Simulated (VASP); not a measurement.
# Cd (Pm-3m) in VASP: notebook

Cd is run at these levels: r2SCAN; tasks: single point, relaxation of cell and atoms.

Everything below comes from runs of VASP 6.6.1. Logs are shortened: lines on timing, memory, paths and dates and some standing lists are left out, and cuts for length are marked.

### Step 1. The cell of the first run

Symmetry: Pm-3m, No. 221, cubic system. The conventional cell has a = 2.964 Å, b = 2.964 Å, c = 2.964 Å, α = 90.00°, β = 90.00°, γ = 90.00°. Cd (site symmetry m-3m) has 6 Cd at 2.96 Å within 3.9 Å.

### Step 2. Single point, r2SCAN

Input file POSCAR:

```
Cd
1.0
    2.9640763525      0.0000000000      0.0000000000
    0.0000000000      2.9640763525      0.0000000000
    0.0000000000      0.0000000000      2.9640763525
Cd
1
Direct
    0.0000000000      0.0000000000      0.0000000000
```

Input file INCAR.step1:

```
SYSTEM = Cd
ALGO = Normal ; EDIFF = 1E-4
ENCUT = 520 ; GGA = PE
ISMEAR = 0 ; LASPH = .True.
LCHARG = .False. ; LREAL = .False.
LWAVE = .True. ; NBANDS = 12
NELM = 80 ; PREC = Accurate
SIGMA = 0.1
```

Input file INCAR.step2:

```
SYSTEM = Cd
ALGO = Normal ; EDIFF = 1E-6
ENCUT = 520 ; ISIF = 2
ISMEAR = 0 ; ISTART = 1
LASPH = .True. ; LCHARG = .True.
LELF = .True. ; LMIXTAU = .True.
LREAL = .False. ; LVHAR = .True.
LWAVE = .False. ; METAGGA = R2SCAN
NBANDS = 12 ; NELM = 80
PREC = Accurate ; SIGMA = 0.1
```

Input file KPOINTS:

```
k-points
0
Gamma
  6 6 6
  0 0 0
```

Potentials or basis: VASP PAW PBE potentials, release 64 (Cd).

Started as:

```sh
$ cat potpaw_PBE.64/Cd/POTCAR > POTCAR
$ cp INCAR.step1 INCAR
$ mpirun -np 1 vasp_std > vasp.out
$ cp INCAR.step2 INCAR
$ mpirun -np 1 vasp_std > vasp.out
```

OUTCAR:

```text
SYSTEM = Cd
   EDIFF = 1E-6
   ENCUT = 520
   ISIF = 2
   ISMEAR = 0
   ISTART = 1
   LASPH = .True.
   LREAL = .False.
   METAGGA = R2SCAN
   NELM = 80
   PREC = Accurate

 ion  position               nearest neighbor table
   1  0.000  0.000  0.000-

  LATTYP: Found a simple cubic cell.
 ALAT       =     2.9640763525

  Lattice vectors:

 A1 = (   2.9640763525,   0.0000000000,   0.0000000000)
 A2 = (   0.0000000000,   2.9640763525,   0.0000000000)
 A3 = (   0.0000000000,   0.0000000000,   2.9640763525)

Analysis of symmetry for initial positions (statically):
=====================================================================
 Subroutine PRICEL returns:
 Original cell was already a primitive cell.

 Routine SETGRP: Setting up the symmetry group for a
 simple cubic supercell.

 Subroutine GETGRP returns: Found 48 space group operations
 (whereof 48 operations were pure point group operations)
 out of a pool of 48 trial point group operations.

The static configuration has the point symmetry O_h .

Analysis of symmetry for dynamics (positions and initial velocities):
=====================================================================
 Subroutine PRICEL returns:
 Original cell was already a primitive cell.

 Routine SETGRP: Setting up the symmetry group for a
 simple cubic supercell.

 Subroutine GETGRP returns: Found 48 space group operations
 (whereof 48 operations were pure point group operations)
 out of a pool of 48 trial point group operations.

The dynamic configuration has the point symmetry O_h .

 Subroutine INISYM returns: Found 48 space group operations
 (whereof 48 operations are pure point group operations),
 and found     1 'primitive' translations

----------------------------------------------------------------------------------------

                                     Primitive cell

  volume of cell :      26.0416

  direct lattice vectors                    reciprocal lattice vectors
     2.964076352  0.000000000  0.000000000     0.337373226  0.000000000  0.000000000
     0.000000000  2.964076352  0.000000000     0.000000000  0.337373226  0.000000000
     0.000000000  0.000000000  2.964076352     0.000000000  0.000000000  0.337373226

  length of vectors
     2.964076352  2.964076352  2.964076352     0.337373226  0.337373226  0.337373226

  position of ions in fractional coordinates (direct lattice)
     0.000000000  0.000000000  0.000000000

  ion indices of the primitive-cell ions
   primitive index   ion index
                 1           1

----------------------------------------------------------------------------------------

 KPOINTS: k-points

Automatic generation of k-mesh.
 Grid dimensions read from file:
 generate k-points for:    6    6    6

 Generating k-lattice:

  Cartesian coordinates                     Fractional coordinates (reciprocal lattice)
     0.056228871  0.000000000  0.000000000     0.166666667  0.000000000  0.000000000
     0.000000000  0.056228871  0.000000000     0.000000000  0.166666667  0.000000000
     0.000000000  0.000000000  0.056228871     0.000000000  0.000000000  0.166666667

  Length of vectors
     0.056228871  0.056228871  0.056228871

  Shift w.r.t. Gamma in fractional coordinates (k-lattice)
     0.000000000  0.000000000  0.000000000

 Subroutine IBZKPT returns following result:
 ===========================================

 Found     20 irreducible k-points:

 Following reciprocal coordinates:
            Coordinates               Weight
  0.000000  0.000000  0.000000      1.000000
  0.166667  0.000000  0.000000      6.000000
  0.333333  0.000000  0.000000      6.000000
  0.500000  0.000000  0.000000      3.000000
  0.166667  0.166667  0.000000     12.000000
  0.333333  0.166667  0.000000     24.000000
[... 12 lines left out ...]
  0.500000  0.500000  0.333333      6.000000
  0.500000  0.500000  0.500000      1.000000
   k-points           NKPTS =     20   k-points in BZ     NKDIM =     20   number of bands    NBANDS=     12
   number of dos      NEDOS =    301   number of ions     NIONS =      1
   total plane-waves  NPLWV =  13824
   dimension x,y,z NGX =    24 NGY =   24 NGZ =   24
   dimension x,y,z NGXF=    48 NGYF=   48 NGZF=   48
   ions per type =               1
   NGX,Y,Z   is equivalent  to a cutoff of  13.46, 13.46, 13.46 a.u.
   NGXF,Y,Z  is equivalent  to a cutoff of  26.92, 26.92, 26.92 a.u.
 SYSTEM =  Cd
   PREC   = accura    normal or accurate (medium, high low for compatibility)
   ISTART =      1    job   : 0-new  1-cont  2-samecut
   ICHARG =      0    charge: 1-file 2-atom 10-const
   ISPIN  =      1    spin polarized calculation?
   LNONCOLLINEAR =      F non collinear calculations
   LSORBIT =      F    spin-orbit coupling
   LASPH  =      T    aspherical Exc in radial PAW
   ENCUT  =  520.0 eV  38.22 Ry    6.18 a.u.   5.51  5.51  5.51*2*pi/ulx,y,z
   NELM   =     80;   NELMIN=  2; NELMDL=  0     # of ELM steps
   EDIFF  = 0.1E-05   stopping-criterion for ELM
   LREAL  =      F    real-space projection
   EDIFFG = 0.1E-04   stopping-criterion for IOM
   NSW    =      0    number of steps for IOM
   IBRION =     -1    ionic relax: 0-MD 1-quasi-New 2-CG
   NFREE  =      0    steps in history (QN), initial steepest desc. (CG)
   ISIF   =      2    stress and relaxation
   ISYM   =      2    0-nonsym 1-usesym 2-fastsym
   POTIM  = 0.5000    time-step for ionic-motion
   TEBEG  =    0.0;   TEEND  =   0.0 temperature during run
   PSTRESS=    0.0 pullay stress
   NELECT =      12.0000    total number of electrons
   NUPDOWN=      -1.0000    fix difference up-down
   EMIN   =  10.00;   EMAX   =-10.00  energy-range for DOS
   EFERMI =   0.00;   METHOD = LEGACY
   ISMEAR =     0;   SIGMA  =   0.10  broadening in eV -4-tet -1-fermi 0-gaus
   EFERMI_NEDOS =   21; number of points for ismear=-14 and -15
   IALGO  =     38    algorithm
   IMIX   =      4    mixing-type and parameters
     AMIX     =   0.40;   BMIX     =  1.00
     AMIX_MAG =   1.60;   BMIX_MAG =  1.00
  volume/ion in A,a.u.               =      26.04       175.74
  Fermi-wavevector in a.u.,A,eV,Ry     =   1.264482  2.389524 21.754543  1.598914
  Thomas-Fermi vector in A             =   2.397785
   LORBIT       =      0    0 simple, 1 ext, 2 COOP (PROOUT), +10 PAW based schemes
   METAGGA = R2SCAN    functional components
   LHFCALC =     F    Hartree Fock is set to
   AEXX    =    0.0000 exact exchange contribution
   IVDW    =     0    specifies the selected vdW correction
   LEPSILON=     F    determine dielectric tensor
   LRPA    =     F    only Hartree local field effects (RPA)
 non-spin polarized calculation
 Gauss-broadening in eV      SIGMA  =   0.10
  energy-cutoff  :      520.00
  volume of cell :       26.04
 maximum number of plane-waves:       739
 NGX is ok and might be reduce to    24
   NGX = 11   NGY = 11   NGZ = 11

 number of electron      12.0000007 magnetization

 Free energy of the ion-electron system (eV)
  ---------------------------------------------------
  ext. energy  EPLUGINS =         0.00000000
  ---------------------------------------------------
  free energy    TOTEN  =       -19.98116842 eV

  energy without entropy =      -19.97996388  energy(sigma->0) =      -19.98056615

 E-fermi :   1.5180     XC(G=0): -10.5957

 val. band max:        0.9960785182   @ k =   0.5000   0.3333   0.1667
 cond. band min:       1.6158063265   @ k =   0.5000   0.3333   0.0000
 fundamental gap:      0.6197278083
 Fermi energy:         1.5180138740

 k-point     1 :       0.0000    0.0000    0.0000
  band No.  band energies     occupation
      1      -8.4219      2.00000
      2      -8.4219      2.00000
      3      -6.9840      2.00000
      4      -6.9840      2.00000
      5      -6.9840      2.00000
      6      -6.2837      2.00000
      7      11.9434      0.00000
      8      11.9434      0.00000
      9      11.9434      0.00000
     10      15.5053      0.00000
     11      15.5053      0.00000
     12      16.7125      0.00000

 k-point     2 :       0.1667    0.0000    0.0000
  band No.  band energies     occupation
      1      -8.3918      2.00000
      2      -8.2181      2.00000
      3      -7.0944      2.00000
      4      -7.0944      2.00000
      5      -6.9747      2.00000
      6      -5.7256      2.00000
      7       7.8975      0.00000
      8      12.6104      0.00000
      9      12.6104      0.00000
     10      15.7195      0.00000
     11      16.4486      0.00000
     12      20.7598      0.00000

 k-point     3 :       0.3333    0.0000    0.0000
  band No.  band energies     occupation
      1      -8.3311      2.00000
      2      -7.8777      2.00000
      3      -7.3074      2.00000
      4      -7.3074      2.00000
      5      -6.9559      2.00000
      6      -3.9297      2.00000
      7       3.1332      0.00000
      8      14.3883      0.00000
      9      14.3883      0.00000
     10      16.3448      0.00000
     11      17.0677      0.00000
     12      21.2945      0.00000
[... 226 lines left out ...]
 k-point    19 :       0.5000    0.5000    0.3333
  band No.  band energies     occupation
      1      -8.0618      2.00000
      2      -7.8633      2.00000
      3      -7.8633      2.00000
      4      -6.9370      2.00000
      5      -6.5730      2.00000
      6       4.9974      0.00000
      7       5.0818      0.00000
      8       5.0818      0.00000
      9       9.0400      0.00000
     10      12.2647      0.00000
     11      13.3686      0.00000
     12      13.3686      0.00000

 k-point    20 :       0.5000    0.5000    0.5000
  band No.  band energies     occupation
      1      -8.0185      2.00000
      2      -8.0185      2.00000
      3      -8.0185      2.00000
      4      -6.5665      2.00000
      5      -6.5665      2.00000
      6       6.3130      0.00000
      7       6.3130      0.00000
      8       6.3130      0.00000
      9       9.4667      0.00000
     10      10.6062      0.00000
     11      11.4337      0.00000
     12      11.4337      0.00000

------------------------ aborting loop because EDIFF is reached ----------------------------------------

  FORCE on cell =-STRESS in cart. coord.  units (eV):
  Direction    XX          YY          ZZ          XY          YZ          ZX
  --------------------------------------------------------------------------------------
  -------------------------------------------------------------------------------------
  Total        0.0409867      0.0409867      0.0409867     -0.0000000      0.0000000     -0.0000000
  in kB        2.5216552      2.5216552      2.5216552     -0.0000000      0.0000000     -0.0000000
  external PRESSURE =       2.5216552 kB  Pullay stress =       0.0000000 kB

 VOLUME and BASIS-vectors are now :
 -----------------------------------------------------------------------------
  energy-cutoff  :      520.00
  volume of cell :       26.04
      direct lattice vectors                 reciprocal lattice vectors
     2.964076352  0.000000000  0.000000000     0.337373226  0.000000000  0.000000000
     0.000000000  2.964076352  0.000000000     0.000000000  0.337373226  0.000000000
     0.000000000  0.000000000  2.964076352     0.000000000  0.000000000  0.337373226

 POSITION                                       TOTAL-FORCE (eV/Angst)
 -----------------------------------------------------------------------------------
      0.00000      0.00000      0.00000         0.000000      0.000000      0.000000
 -----------------------------------------------------------------------------------
    total drift:                               -0.000000     -0.000000      0.000000

  FREE ENERGIE OF THE ION-ELECTRON SYSTEM (eV)
  ---------------------------------------------------
  free  energy   TOTEN  =       -19.9811684177 eV

  energy  without entropy=      -19.9799638785  energy(sigma->0) =      -19.98056615
```

It took 24 s on 1 thread of AMD EPYC 7R43 (Zen 3), shared host; peak memory 0.1 GiB.

Results:

* Free energy: -19.9812 eV
* Pressure: 0.3 GPa
* Band gap on the k mesh: zero (band 6 reaches 6.31 eV, above the bottom of band 7 at -0.59 eV)

Caveat: the PAW data sets were made with another functional, which shifts forces and pressure a little.

(Continued in part 2 of 2.)
